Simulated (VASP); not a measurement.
# C (P6_3/mmc) in VASP: dielectric tensor with PBE

Aim: the dielectric tensor of C with PBE.

Program: VASP 6.6.1. These are calculated values, not measurements. Logs are shortened: lines on timing, memory, paths and dates and some standing lists are left out, and cuts for length are marked.

### 1 The cell of the first run

Symmetry: P6_3/mmc, No. 194, hexagonal system. Conventional cell: a = 2.522 Å, b = 2.522 Å, c = 8.237 Å, α = 90.00°, β = 90.00°, γ = 120.00°. C (site symmetry 3m) has 4 C at 1.54 Å within 2.1 Å. Within 2.1 Å of C (site symmetry 3m) lie 4 C at 1.54 Å.

### 2 Dielectric tensor, PBE

Contents of INCAR:

```
  PREC = Accurate
  ENCUT = 520
  EDIFF = 1E-8
  ISMEAR = 0
  SIGMA = 0.01
  LREAL = F
  LASPH = T
  NELM = 80
  ALGO = Normal
  ISIF = 2
  LWAVE = F
  LCHARG = F
  GGA = PE
  LEPSILON = T
```

Contents of KPOINTS:

```
Automatic mesh
0
Gamma
  10 10 4
```

Contents of POSCAR:

```
C
1.0
    2.5221000000      0.0000000000      0.0000000000
   -1.2610500000      2.1842026709      0.0000000000
    0.0000000000      0.0000000000      8.2371000000
C
8
Direct
    0.6666666667      0.3333333333      0.8437500000
    0.3333333333      0.6666666667      0.3437500000
    0.6666666667      0.3333333333      0.6562500000
    0.3333333333      0.6666666667      0.1562500000
    0.0000000000      0.0000000000      0.9062500000
    0.0000000000      0.0000000000      0.4062500000
    0.0000000000      0.0000000000      0.5937500000
    0.0000000000      0.0000000000      0.0937500000
```

Potentials or basis: VASP PAW PBE potentials, release 64 (C).

Launch:

```bash
$ cat potpaw_PBE.64/C/POTCAR > POTCAR
$ mpirun -np 1 vasp_std > vasp.out
```

OUTCAR:

```text
PREC = Accurate
   ENCUT = 520
   EDIFF = 1E-8
   ISMEAR = 0
   LREAL = F
   LASPH = T
   NELM = 80
   ISIF = 2
   GGA = PE
   LEPSILON = T

 ion  position               nearest neighbor table
   1  0.667  0.333  0.844-   3 1.54   5 1.54   5 1.54   5 1.54
   2  0.333  0.667  0.344-   4 1.54   6 1.54   6 1.54   6 1.54
   3  0.667  0.333  0.656-   1 1.54   7 1.54   7 1.54   7 1.54
   4  0.333  0.667  0.156-   2 1.54   8 1.54   8 1.54   8 1.54
   5  0.000  0.000  0.906-   8 1.54   1 1.54   1 1.54   1 1.54
   6  0.000  0.000  0.406-   7 1.54   2 1.54   2 1.54   2 1.54
   7  0.000  0.000  0.594-   6 1.54   3 1.54   3 1.54   3 1.54
   8  0.000  0.000  0.094-   5 1.54   4 1.54   4 1.54   4 1.54

  LATTYP: Found a hexagonal cell.
 ALAT       =     2.5221000000
 C/A-ratio  =     3.2659688355

  Lattice vectors:

 A1 = (   2.5221000000,   0.0000000000,   0.0000000000)
 A2 = (  -1.2610500000,   2.1842026709,   0.0000000000)
 A3 = (   0.0000000000,   0.0000000000,   8.2371000000)

Analysis of symmetry for initial positions (statically):
=====================================================================
 Subroutine PRICEL returns:
 Original cell was already a primitive cell.

 Routine SETGRP: Setting up the symmetry group for a
 hexagonal supercell.

 Subroutine GETGRP returns: Found 24 space group operations
 (whereof 12 operations were pure point group operations)
 out of a pool of 24 trial point group operations.

The static configuration has the point symmetry D_3d.
 The point group associated with its full space group is D_6h.

Analysis of symmetry for dynamics (positions and initial velocities):
=====================================================================
 Subroutine PRICEL returns:
 Original cell was already a primitive cell.

 Routine SETGRP: Setting up the symmetry group for a
 hexagonal supercell.

 Subroutine GETGRP returns: Found 24 space group operations
 (whereof 12 operations were pure point group operations)
 out of a pool of 24 trial point group operations.

The dynamic configuration has the point symmetry D_3d.
 The point group associated with its full space group is D_6h.

 Subroutine INISYM returns: Found 24 space group operations
 (whereof 12 operations are pure point group operations),
 and found     1 'primitive' translations

----------------------------------------------------------------------------------------

                                     Primitive cell

  volume of cell :      45.3764

  direct lattice vectors                    reciprocal lattice vectors
     2.522100000  0.000000000  0.000000000     0.396494984  0.228916486  0.000000000
    -1.261050000  2.184202671  0.000000000     0.000000000  0.457832972  0.000000000
     0.000000000  0.000000000  8.237100000     0.000000000  0.000000000  0.121401950

  length of vectors
     2.522100000  2.522100000  8.237100000     0.457832972  0.457832972  0.121401950

  position of ions in fractional coordinates (direct lattice)
     0.666666667  0.333333333  0.843750000
     0.333333333  0.666666667  0.343750000
     0.666666667  0.333333333  0.656250000
     0.333333333  0.666666667  0.156250000
     0.000000000  0.000000000  0.906250000
     0.000000000  0.000000000  0.406250000
     0.000000000  0.000000000  0.593750000
     0.000000000  0.000000000  0.093750000

  ion indices of the primitive-cell ions
   primitive index   ion index
                 1           1
                 2           2
                 3           3
                 4           4
                 5           5
                 6           6
                 7           7
                 8           8

----------------------------------------------------------------------------------------

 KPOINTS: Automatic mesh

Automatic generation of k-mesh.
 Grid dimensions read from file:
[... 116 lines left out ...]
  band No.  band energies     occupation
      1     -11.7606      2.00000
      2     -10.0661      2.00000
      3     -10.0158      2.00000
      4      -5.9494      2.00000
      5      -3.6617      2.00000
      6       3.1290      2.00000
[... 565 lines left out ...]
     20      16.8669      0.00000
     21      17.5066      0.00000

 [... further k-points ...]

  FORCE on cell =-STRESS in cart. coord.  units (eV):
  Direction    XX          YY          ZZ          XY          YZ          ZX
  --------------------------------------------------------------------------------------
  -------------------------------------------------------------------------------------
  Total       -0.3309277     -0.3309277      3.1518707      0.0000000     -0.0000000      0.0000000
  in kB      -11.6846082    -11.6846082    111.2882738      0.0000000     -0.0000000      0.0000000
  external PRESSURE =      29.3063525 kB  Pullay stress =       0.0000000 kB

 VOLUME and BASIS-vectors are now :
 -----------------------------------------------------------------------------
  energy-cutoff  :      520.00
  volume of cell :       45.38
      direct lattice vectors                 reciprocal lattice vectors
     2.522100000  0.000000000  0.000000000     0.396494984  0.228916486  0.000000000
    -1.261050000  2.184202671  0.000000000     0.000000000  0.457832972  0.000000000
     0.000000000  0.000000000  8.237100000     0.000000000  0.000000000  0.121401950

 POSITION                                       TOTAL-FORCE (eV/Angst)
 -----------------------------------------------------------------------------------
      1.26105      0.72807      6.95005         0.000000     -0.000000      0.319770
     -0.00000      1.45614      2.83150         0.000000      0.000000      0.319770
      1.26105      0.72807      5.40560        -0.000000     -0.000000     -0.319770
     -0.00000      1.45614      1.28705         0.000000      0.000000     -0.319770
      0.00000      0.00000      7.46487        -0.000000      0.000000      0.328594
      0.00000      0.00000      3.34632        -0.000000      0.000000      0.328594
      0.00000      0.00000      4.89078        -0.000000      0.000000     -0.328594
      0.00000      0.00000      0.77223        -0.000000      0.000000     -0.328594
 -----------------------------------------------------------------------------------
    total drift:                               -0.000000      0.000000      0.000000

  FREE ENERGIE OF THE ION-ELECTRON SYSTEM (eV)
  ---------------------------------------------------
  free  energy   TOTEN  =       -72.6478934692 eV

  energy  without entropy=      -72.6478934692  energy(sigma->0) =      -72.64789347

 HEAD OF MICROSCOPIC STATIC DIELECTRIC TENSOR (INDEPENDENT PARTICLE, excluding Hartree and local field effects)
 ------------------------------------------------------
           5.904428     0.000000     0.000000
           0.000000     5.904428     0.000000
           0.000000     0.000000     5.995045
 ------------------------------------------------------

 Free energy of the ion-electron system (eV)
  ---------------------------------------------------
  ---------------------------------------------------
  free energy    TOTEN  =        -0.64523074 eV

  energy without entropy =       -0.64523074

------------------------ aborting loop because EDIFF is reached ----------------------------------------

--------------------------------------- Ionic step        2  -------------------------------------------

------------------------ aborting loop because EDIFF is reached ----------------------------------------

--------------------------------------- Ionic step        3  -------------------------------------------

 Free energy of the ion-electron system (eV)
  ---------------------------------------------------
  ---------------------------------------------------
  free energy    TOTEN  =        -0.65886807 eV

  energy without entropy =       -0.65886807

------------------------ aborting loop because EDIFF is reached ----------------------------------------

 PIEZOELECTRIC TENSOR FIELD DIRECTION 3  (e Angst)
 -----------------------------------------------------------------------------
    -0.00055  0.00000  0.00000           ( -0.00000  0.00000  0.00000)
     0.00000 -0.00055 -0.00000           (  0.00000 -0.00000 -0.00000)
     0.00000  0.00000  0.00076           (  0.00000 -0.00000  0.00000)

 PIEZOELECTRIC TENSOR FIELD DIRECTION 3  (C/m^2)
 -----------------------------------------------------------------------------
    -0.00019  0.00000  0.00000
     0.00000 -0.00019 -0.00000
     0.00000  0.00000  0.00027

 MACROSCOPIC STATIC DIELECTRIC TENSOR (including local field effects in DFT)
 ------------------------------------------------------
           5.786426     0.000000     0.000000
           0.000000     5.786426    -0.000000
           0.000000     0.000000     5.891590
 ------------------------------------------------------

 PIEZOELECTRIC TENSOR (including local field effects)  for field in x, y, z        (e  Angst)
          XX          YY          ZZ          XY          YZ          ZX
  --------------------------------------------------------------------------------
  x     0.00000     0.00000     0.00000     0.00000     0.00000     0.00000
  y     0.00000     0.00000     0.00000     0.00000     0.00000     0.00000
  z     0.00000     0.00000     0.00000     0.00000     0.00000     0.00000

 PIEZOELECTRIC TENSOR (including local field effects)  for field in x, y, z        (C/m^2)
          XX          YY          ZZ          XY          YZ          ZX
  --------------------------------------------------------------------------------
  x     0.00000     0.00000     0.00000     0.00000     0.00000     0.00000
  y     0.00000     0.00000     0.00000     0.00000     0.00000     0.00000
  z     0.00000     0.00000     0.00000     0.00000     0.00000     0.00000

 BORN EFFECTIVE CHARGES (including local field effects) (in |e|, cummulative output)
 ---------------------------------------------------------------------------------
 ion    1
    1    -0.02434     0.00000     0.00000
    2     0.00000    -0.02434     0.00000
    3     0.00000     0.00000    -0.01570
 ion    2
    1    -0.02434     0.00000     0.00000
    2     0.00000    -0.02434     0.00000
    3    -0.00000    -0.00000    -0.01570
 ion    3
    1    -0.02434     0.00000     0.00000
    2     0.00000    -0.02434     0.00000
    3     0.00000    -0.00000    -0.01570
 ion    4
    1    -0.02434     0.00000     0.00000
    2     0.00000    -0.02434     0.00000
    3    -0.00000     0.00000    -0.01570
 ion    5
    1     0.02434     0.00000     0.00000
    2     0.00000     0.02434     0.00000
    3    -0.00000     0.00000     0.01570
 ion    6
    1     0.02434     0.00000     0.00000
    2     0.00000     0.02434     0.00000
    3     0.00000    -0.00000     0.01570
 ion    7
    1     0.02434     0.00000     0.00000
    2     0.00000     0.02434     0.00000
    3     0.00000    -0.00000     0.01570
 ion    8
    1     0.02434     0.00000     0.00000
    2     0.00000     0.02434     0.00000
    3     0.00000     0.00000     0.01570
```

Run time: 13 min. Hardware: 1 thread of Oxide Virtual Turin-like, shared host; peak memory 0.26 GiB.

What came out:

```yaml
Band_gap_on_the_k_mesh: 4.42 eV (least direct gap 5.18 eV)
Electronic_dielectric_tensor_diagonal: 5.79, 5.79, 5.89
Born_charges_mean_of_the_diagonal: C -0.02, +0.02 (each value once) e
```

Electronic dielectric tensor:
```
5.79 0.00 0.00
0.00 5.79 0.00
0.00 0.00 5.89
```

Born effective charge tensors (e):
atom 1, C
```
-0.02  0.00  0.00
 0.00 -0.02  0.00
 0.00  0.00 -0.02
```
atom 2, C
```
-0.02  0.00  0.00
 0.00 -0.02  0.00
 0.00  0.00 -0.02
```
atom 3, C
```
-0.02  0.00  0.00
 0.00 -0.02  0.00
 0.00  0.00 -0.02
```
atom 4, C
```
-0.02  0.00  0.00
 0.00 -0.02  0.00
 0.00  0.00 -0.02
```
atom 5, C
```
0.02 0.00 0.00
0.00 0.02 0.00
0.00 0.00 0.02
```
atom 6, C
```
0.02 0.00 0.00
0.00 0.02 0.00
0.00 0.00 0.02
```
atom 7, C
```
0.02 0.00 0.00
0.00 0.02 0.00
0.00 0.00 0.02
```
atom 8, C
```
0.02 0.00 0.00
0.00 0.02 0.00
0.00 0.00 0.02
```

A k mesh can miss the band edges.
